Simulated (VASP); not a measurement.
Input of a VASP 6.6.1 run:

The input INCAR:

```
  PREC = Accurate
  ENCUT = 520
  EDIFF = 1E-6
  ISMEAR = 1
  SIGMA = 0.5
  LREAL = F
  LASPH = T
  NELM = 100
  ALGO = Normal
  ISIF = 2
  LWAVE = F
  LCHARG = F
  GGA = PS
  NBANDS = 15
```

The input KPOINTS:

```
regular mesh
0
Gamma
  10 10 9
```

The input POSCAR:

```
TaN
1.0
    2.9380000000      0.0000000000      0.0000000000
   -1.4690000000      2.5443826363      0.0000000000
    0.0000000000      0.0000000000      2.8830000000
Ta N
1 1
Direct
    0.0000000000      0.0000000000      0.5000000000
    0.6666666667      0.3333333333      0.0000000000
```

Potentials or basis: VASP PAW PBE potentials, release 64 (Ta_pv, N).

Run with:

```sh
$ cat potpaw_PBE.64/Ta_pv/POTCAR potpaw_PBE.64/N/POTCAR > POTCAR
$ mpirun -np 1 vasp_std > vasp.out
```

Problem. Predict the pressure.

Solution. -4.1 GPa.

Problem. Estimate the band gap on the k mesh.

Solution. Zero (band 8 reaches 8.30 eV, above the bottom of band 9 at 8.01 eV).

Stress tensor (GPa, compression positive):
```
-4.20  0.00  0.00
 0.00 -4.20  0.00
 0.00  0.00 -3.86
```

Caveat: the PAW data sets were made with another functional, which shifts forces and pressure a little; spin-orbit coupling is left out, which moves the levels of the heavy elements.
